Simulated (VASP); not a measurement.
## PbSe: relaxation of the atoms with LDA

Crystal: PbSe.

```
Pb Se
1.0
     0.00000    2.99016    3.03849
     2.99016    0.00000    3.03849
     2.99016    2.99016    0.00000
Pb Se
1 1
Cartesian
  0.0000 0.0000 0.0000
  2.9902 2.9902 3.0385
```

This cell differs from its parent crystal: strained cell.

| Property | Result |
| --- | --- |
| Program | VASP 6.6.1 |
| Task | relaxation of the atoms |
| Functional | LDA |
| Potentials or basis | VASP PAW LDA potentials, release 64 (Pb_d, Se) |
| Cutoff | 450 eV |
| k mesh | 8 × 8 × 8 |
| Occupations | gaussian, width 0.01 eV |
| Spin | no spin polarisation |
| Dipole correction | no |
| Further INCAR settings | ALGO = Normal; EDIFF = 1e-07; IBRION = 2; EDIFFG = -0.002; NSW = 60 |

```json
{
  "Pressure after relaxing": "0.9 GPa",
  "Band gap on the k mesh": "0.03 eV"
}
```

Stress tensor (GPa, compression positive):
```
 1.66  0.00  0.00
 0.00  1.66  0.00
 0.00  0.00 -0.61
```

Final structure:
```
CELL_PARAMETERS angstrom
0.00000 2.99016 3.03849
2.99016 0.00000 3.03849
2.99016 2.99016 0.00000
ATOMIC_POSITIONS crystal
Pb 0.00000 0.00000 0.00000
Se 0.50000 0.50000 0.50000
```

Levels at points of the mesh, in eV from the valence-band top:
| k point | band 6 | band 7 | band 8 | band 9 | band 10 | band 11 | band 12 | band 13 | band 14 |
| --- | --- | --- | --- | --- | --- | --- | --- | --- | --- |
| (0.00, 0.00, 0.00) | -14.12 | -6.32 | -2.20 | -2.20 | -2.05 | 4.44 | 4.83 | 4.83 | 6.28 |
| (0.50, 0.00, 0.00) | -12.91 | -9.21 | -1.71 | -1.66 | 0.00 | 0.03 | 1.42 | 1.51 | 8.45 |
| (0.50, 0.50, 0.00) | -12.51 | -7.51 | -5.49 | -3.60 | -3.60 | 3.40 | 5.75 | 5.75 | 6.02 |
| (0.50, 0.00, 0.50) | -12.41 | -7.60 | -5.52 | -3.72 | -3.54 | 3.34 | 5.47 | 5.86 | 6.21 |

It took 53 s on 1 thread of Oxide Virtual Turin-like Processor (shared host), peak memory 0.14 GiB.

Caveat: the cell differs from its parent crystal (strained cell); spin-orbit coupling is left out, which moves the levels of the heavy elements. A k mesh can miss the band edges.
